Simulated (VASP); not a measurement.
Set up this calculation in VASP 6.6.1, as the native input.

| Property | Result |
| --- | --- |
| Task | single point |
| Functional | r2SCAN |
| Potentials or basis | VASP PAW PBE potentials, release 64 (Pb_d, S) |
| Cutoff | 550 eV |
| k mesh | 6 × 6 × 6, shifted |
| Occupations | gaussian, width 0.01 eV |
| Spin | no spin polarisation |
| Dipole correction | no |
| Further INCAR settings | ALGO = Normal; EDIFF = 1e-06; NBANDS = 17; ISYM = -1 |

Crystal: PbS.

```
Pb S
1.0
     2.10051    1.21273    3.43019
    -2.10051    1.21273    3.43019
     0.00000   -2.42546    3.43019
Pb S
1 1
Direct
  0.97814 0.97814 0.97814
  0.47746 0.47746 0.47746
```

One way to write it, as run:

POSCAR

```
PbS
1.0
    2.1005109573      1.2127305666      3.4301898177
   -2.1005109573      1.2127305666      3.4301898177
    0.0000000000     -2.4254611333      3.4301898176
Pb S
1 1
Direct
    0.9781436759      0.9781436759      0.9781436759
    0.4774576541      0.4774576541      0.4774576541
```

INCAR.step1

```
PREC = Accurate
ENCUT = 550
ISMEAR = 0
SIGMA = 0.01
LREAL = F
LASPH = T
NELM = 120
ISYM = -1
NBANDS = 17
GGA = PE
ALGO = Normal
EDIFF = 1E-5
LWAVE = T
LCHARG = F
GGA_COMPAT = F
```

INCAR.step2

```
PREC = Accurate
ENCUT = 550
EDIFF = 1E-6
ISMEAR = 0
SIGMA = 0.01
LREAL = F
LASPH = T
NELM = 120
ALGO = Normal
ISIF = 2
LWAVE = F
LCHARG = F
METAGGA = R2SCAN
LMIXTAU = T
ISYM = -1
NBANDS = 17
ISTART = 1
GGA_COMPAT = F
```

KPOINTS

```
explicit points
108
Reciprocal
  0.00000000   0.00000000   0.08333333 2
  0.00000000   0.00000000   0.25000000 2
  0.00000000   0.00000000   0.41666667 2
  0.00000000   0.16666667   0.08333333 2
  0.00000000   0.16666667   0.25000000 2
  0.00000000   0.16666667   0.41666667 2
  0.00000000   0.16666667   0.58333333 2
  0.00000000   0.16666667   0.75000000 2
  0.00000000   0.16666667   0.91666667 2
  0.00000000   0.33333333   0.08333333 2
  0.00000000   0.33333333   0.25000000 2
  0.00000000   0.33333333   0.41666667 2
  0.00000000   0.33333333   0.58333333 2
  0.00000000   0.33333333   0.75000000 2
  0.00000000   0.33333333   0.91666667 2
  0.00000000   0.50000000   0.08333333 2
  0.00000000   0.50000000   0.25000000 2
  0.00000000   0.50000000   0.41666667 2
  0.16666667   0.00000000   0.08333333 2
  0.16666667   0.00000000   0.25000000 2
  0.16666667   0.00000000   0.41666667 2
  0.16666667   0.00000000   0.58333333 2
  0.16666667   0.00000000   0.75000000 2
  0.16666667   0.00000000   0.91666667 2
  0.16666667   0.16666667   0.08333333 2
  0.16666667   0.16666667   0.25000000 2
  0.16666667   0.16666667   0.41666667 2
  0.16666667   0.16666667   0.58333333 2
  0.16666667   0.16666667   0.75000000 2
  0.16666667   0.16666667   0.91666667 2
  0.16666667   0.33333333   0.08333333 2
  0.16666667   0.33333333   0.25000000 2
  0.16666667   0.33333333   0.41666667 2
  0.16666667   0.33333333   0.58333333 2
  0.16666667   0.33333333   0.75000000 2
  0.16666667   0.33333333   0.91666667 2
  0.16666667   0.50000000   0.08333333 2
  0.16666667   0.50000000   0.25000000 2
  0.16666667   0.50000000   0.41666667 2
  0.16666667   0.50000000   0.58333333 2
  0.16666667   0.50000000   0.75000000 2
  0.16666667   0.50000000   0.91666667 2
  0.16666667   0.66666667   0.08333333 2
  0.16666667   0.66666667   0.25000000 2
  0.16666667   0.66666667   0.41666667 2
  0.16666667   0.66666667   0.58333333 2
  0.16666667   0.66666667   0.75000000 2
  0.16666667   0.66666667   0.91666667 2
  0.16666667   0.83333333   0.08333333 2
  0.16666667   0.83333333   0.25000000 2
  0.16666667   0.83333333   0.41666667 2
  0.16666667   0.83333333   0.58333333 2
  0.16666667   0.83333333   0.75000000 2
  0.16666667   0.83333333   0.91666667 2
  0.33333333   0.00000000   0.08333333 2
  0.33333333   0.00000000   0.25000000 2
  0.33333333   0.00000000   0.41666667 2
  0.33333333   0.00000000   0.58333333 2
  0.33333333   0.00000000   0.75000000 2
  0.33333333   0.00000000   0.91666667 2
  0.33333333   0.16666667   0.08333333 2
  0.33333333   0.16666667   0.25000000 2
  0.33333333   0.16666667   0.41666667 2
  0.33333333   0.16666667   0.58333333 2
  0.33333333   0.16666667   0.75000000 2
  0.33333333   0.16666667   0.91666667 2
  0.33333333   0.33333333   0.08333333 2
  0.33333333   0.33333333   0.25000000 2
  0.33333333   0.33333333   0.41666667 2
  0.33333333   0.33333333   0.58333333 2
  0.33333333   0.33333333   0.75000000 2
  0.33333333   0.33333333   0.91666667 2
  0.33333333   0.50000000   0.08333333 2
  0.33333333   0.50000000   0.25000000 2
  0.33333333   0.50000000   0.41666667 2
  0.33333333   0.50000000   0.58333333 2
  0.33333333   0.50000000   0.75000000 2
  0.33333333   0.50000000   0.91666667 2
  0.33333333   0.66666667   0.08333333 2
  0.33333333   0.66666667   0.25000000 2
  0.33333333   0.66666667   0.41666667 2
  0.33333333   0.66666667   0.58333333 2
  0.33333333   0.66666667   0.75000000 2
  0.33333333   0.66666667   0.91666667 2
  0.33333333   0.83333333   0.08333333 2
  0.33333333   0.83333333   0.25000000 2
  0.33333333   0.83333333   0.41666667 2
  0.33333333   0.83333333   0.58333333 2
  0.33333333   0.83333333   0.75000000 2
  0.33333333   0.83333333   0.91666667 2
  0.50000000   0.00000000   0.08333333 2
  0.50000000   0.00000000   0.25000000 2
  0.50000000   0.00000000   0.41666667 2
  0.50000000   0.16666667   0.08333333 2
  0.50000000   0.16666667   0.25000000 2
  0.50000000   0.16666667   0.41666667 2
  0.50000000   0.16666667   0.58333333 2
  0.50000000   0.16666667   0.75000000 2
  0.50000000   0.16666667   0.91666667 2
  0.50000000   0.33333333   0.08333333 2
  0.50000000   0.33333333   0.25000000 2
  0.50000000   0.33333333   0.41666667 2
  0.50000000   0.33333333   0.58333333 2
  0.50000000   0.33333333   0.75000000 2
  0.50000000   0.33333333   0.91666667 2
  0.50000000   0.50000000   0.08333333 2
  0.50000000   0.50000000   0.25000000 2
  0.50000000   0.50000000   0.41666667 2
```

Potentials or basis: VASP PAW PBE potentials, release 64 (Pb_d, S).

Run with:

```sh
$ cat potpaw_PBE.64/Pb_d/POTCAR potpaw_PBE.64/S/POTCAR > POTCAR
$ cp INCAR.step1 INCAR
$ mpirun -np 1 vasp_std > vasp.out
$ cp INCAR.step2 INCAR
$ mpirun -np 1 vasp_std > vasp.out
```

Results of the run:

- Pressure: 1.0 GPa
- Largest force: 0.003 eV/Å
- Band gap on the k mesh: 1.28 eV

Caveat: the PAW data sets were made with another functional, which shifts forces and pressure a little; spin-orbit coupling is left out, which moves the levels of the heavy elements; a shifted mesh leaves out Γ, where band edges can lie.

Wall time 2.1 min on 1 thread of Intel(R) Xeon(R) 6975P-C (Granite Rapids), with other jobs on the host, peak memory 0.24 GiB.
